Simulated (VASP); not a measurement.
Wanted: the native input for a VASP 6.6.1 run.

```
Task                   : relaxation of cell and atoms
Functional             : PBEsol
Potentials or basis    : VASP PAW PBE potentials, release 64 (S, C)
Cutoff                 : 600 eV
k mesh                 : 6 × 6 × 3
Occupations            : fermi-dirac, width 0.05 eV
Spin                   : no spin polarisation
Target pressure        : 10 GPa
Dipole correction      : no
Further INCAR settings : ALGO = Normal; EDIFF = 1e-06; IBRION = 2; EDIFFG = -0.01; NSW = 60; ISIF = 3
```

The structure of CS2 lies in POSCAR:

```
CS2
1.0
    3.6457880000     -2.9943140000      0.0000000000
    3.6457880000      2.9943140000      0.0000000000
    0.0000000000      0.0000000000      9.8512570000
S C
4 2
Direct
    0.1815210000      0.8184790000      0.8868670000
    0.3184790000      0.6815210000      0.3868670000
    0.6815210000      0.3184790000      0.6131330000
    0.8184790000      0.1815210000      0.1131330000
    0.5000000000      0.5000000000      0.5000000000
    0.0000000000      0.0000000000      0.0000000000
```

These files were run (other wordings do the same):

INCAR

```
PREC = Accurate ; ENCUT = 600
EDIFF = 1E-6 ; ISMEAR = -1
SIGMA = 0.05 ; LREAL = F
LASPH = T ; NELM = 100
ALGO = Normal ; ISIF = 3
LWAVE = F ; LCHARG = F
GGA = PS ; IBRION = 2
NSW = 60 ; EDIFFG = -0.01
PSTRESS = 100.0
```

KPOINTS

```
Automatic mesh
0
Gamma
  6 6 3
```

Potentials or basis: VASP PAW PBE potentials, release 64 (S, C).

The run is started by

```console
$ cat potpaw_PBE.64/S/POTCAR potpaw_PBE.64/C/POTCAR > POTCAR
$ mpirun -np 1 vasp_std > vasp.out
```

Results of the run:

```json
{
 "Relaxed volume": "16.08 Å³/atom",
 "Relaxed cell": "a = 3.469 Å, b = 3.469 Å, c = 8.039 Å, α = 90.00°, β = 90.00°, γ = 85.83°",
 "Space group after relaxing (to 0.1 Å)": "Cmce (No. 64)",
 "Energy change on relaxing (the run minimises the enthalpy)": "+168.5 meV/atom",
 "Ionic steps": "58",
 "Pressure after relaxing": "10.0 GPa",
 "Largest force after relaxing": "0.008 eV/Å",
 "Band gap on the k mesh": "1.01 eV (least direct gap 1.26 eV)"
}
```

Caveat: the cell is relaxed towards a set pressure, so the run minimises the enthalpy, not the energy; the volume moved by over 15 % at a fixed basis, so the end points are rough; this functional lacks dispersion, which holds the molecules together, so the pressure and a relaxed volume are unreliable; the PAW data sets were made with another functional, which shifts forces and pressure a little.

Run time: 24 min on 1 thread of Intel(R) Xeon(R) 6975P-C (Granite Rapids), on a shared host, peak memory 0.44 GiB.
